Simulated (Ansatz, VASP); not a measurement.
SrOs in VASP and in Ansatz

The input INCAR:

```
  ALGO = Normal
  EDIFF = 1E-6
  ENCUT = 520
  GGA = PE
  ISIF = 2
  ISMEAR = 0
  LASPH = T
  LCHARG = F
  LREAL = F
  LWAVE = F
  NBANDS = 16
  NELM = 80
  PREC = Accurate
  SIGMA = 0.05
```

KPOINTS

```
k-points
0
Gamma
  10 10 10
```

Contents of POSCAR:

```
SrOs
1.0
    3.6477459022      0.0000000000      0.0000000000
    0.0000000000      3.6477459022      0.0000000000
    0.0000000000      0.0000000000      3.6477459022
Sr Os
1 1
Direct
    0.0000000000      0.0000000000      0.0000000000
    0.5000000000      0.5000000000      0.5000000000
```

Input for Ansatz:

```yaml
crystal:
  lattice:
    - [3.6477459022, 0.0, 0.0]
    - [0.0, 3.6477459022, 0.0]
    - [0.0, 0.0, 3.6477459022]
  atoms:
    - { symbol: Sr, position: [0.0, 0.0, 0.0] }
    - { symbol: Os, position: [0.5, 0.5, 0.5] }
basis:
  ecutwfc: 420
  ecutrho_ratio: 4
kpoints:
  mp_grid: { grid: [10, 10, 10] }
hamiltonian:
  xc: pbe
scf:
  occupations: { method: gaussian, width: 0.05 }
output:
  forces: true
  stress: true
  eigenvalues: true
  write_density: true
  write_potential: true
  elf: true
  volumetric_format: npy
```

Alike in both runs: task single point; functional PBE; k mesh 10 × 10 × 10; occupations gaussian, width 0.05 eV; no spin polarisation.

|  | VASP | Ansatz |
| --- | --- | --- |
| version | VASP 6.6.1 | Ansatz 0.2.0 |
| potentials or method | VASP PAW PBE potentials, release 64 (Sr_sv, Os), cutoff 520 eV | scalar-relativistic, plane waves, PAW |
| valence electrons in the cell | 18 | 26 |

|  | VASP | Ansatz | Ansatz less VASP |
| --- | --- | --- | --- |
| gap on the k mesh at the Fermi level (eV) | none | none | - |
| pressure (GPa) | -2.0 | -2.3 | -0.25 |

A gap of «none» marks a metal or a gap that the smearing closes. The functional is the same, so the differences come from potentials, cutoffs and numerics. VASP's potentials hold 18 valence electrons a cell and Ansatz's 26, so a difference there can come from the potentials and not from the codes.

Spin-orbit coupling is off throughout.
